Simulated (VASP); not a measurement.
Wanted: the native input for a VASP 6.6.1 run.

- Task: single point
- Functional: PBE
- Potentials or basis: VASP PAW PBE potentials, release 64 (Mn_pv, O)
- Cutoff: 520 eV
- k mesh: 14 × 14 × 14
- Occupations: gaussian, width 0.05 eV
- Spin: no spin polarisation
- Dipole correction: no
- Further INCAR settings: ALGO = Normal; EDIFF = 1e-06; NBANDS = 16

The structure of MnO lies in POSCAR:

```
MnO
1.0
    1.5313550565      0.8841282555      1.9916084554
   -1.5313550565      0.8841282555      1.9916084554
    0.0000000000     -1.7682565069      1.9916084572
Mn O
1 1
Direct
    1.0000000000      0.0000000000      0.0000000000
    0.5000000000      0.5000000000      0.5000000000
```

One way to write it, as run:

INCAR

```
SYSTEM = MnO
ALGO = Normal ; EDIFF = 1E-6
ENCUT = 520 ; GGA = PE
ISIF = 2 ; ISMEAR = 0
LASPH = .True. ; LCHARG = .True.
LELF = .True. ; LREAL = .False.
LVHAR = .True. ; LWAVE = .False.
NBANDS = 16 ; NELM = 80
PREC = Accurate ; SIGMA = 0.05
```

KPOINTS

```
k-points
0
Gamma
  14 14 14
  0 0 0
```

Potentials or basis: VASP PAW PBE potentials, release 64 (Mn_pv, O).

The run is started by

```bash
$ cat potpaw_PBE.64/Mn_pv/POTCAR potpaw_PBE.64/O/POTCAR > POTCAR
$ mpirun -np 1 vasp_std > vasp.out
```

It gave:

```json
{"Pressure": "12.2 GPa", "Band gap on the k mesh": "zero (an odd number of electrons rules out a gap without spin polarisation)"}
```

Caveat: the cell stands under pressure; an odd number of electrons without spin polarisation forces a metal; a magnetic or distorted state may lie lower; the run has no spin polarisation, though such a crystal can be magnetic; semilocal functionals often make such compounds metallic where correlation or magnetic order opens a gap, which also shifts bond lengths.

Run time: 47 s on 1 thread of Intel(R) Xeon(R) Platinum 8259CL CPU @ 2.50GHz (Skylake/Cascade Lake) (shared host), peak memory 0.18 GiB.
